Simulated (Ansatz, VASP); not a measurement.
# One calculation of Lu, two programs

```xyz
2
Lattice="3.5067 0.0000 0.0000 -1.7533 3.0369 0.0000 0.0000 0.0000 5.4619" Properties=species:S:1:pos:R:3 pbc="T T T"
Lu    0.0000    2.0246    1.3655
Lu    1.7533    1.0123    4.0965
```

Alike in both runs: functional PBE; k mesh 15 × 15 × 8; occupations gaussian, width 0.1 eV; no spin polarisation.

Ansatz relaxed the structure, and its values are those at the end. VASP's run is a single point on that final structure, the one shown.

```csv
,VASP,Ansatz
version,VASP 6.6.1,Ansatz 0.2.0
potentials or method,"VASP PAW PBE potentials, release 64 (Lu), cutoff 520 eV","scalar-relativistic, plane waves, PAW"
valence electrons in the cell,50,50
```

|  | VASP | Ansatz | Ansatz less VASP |
| --- | --- | --- | --- |
| gap on the k mesh at the Fermi level (eV) | none | none | - |
| pressure (GPa) | 0.0 | 0.0 | -0.02 |

A gap of «none» marks a metal or a gap that the smearing closes.

Neither program's run includes spin-orbit coupling.
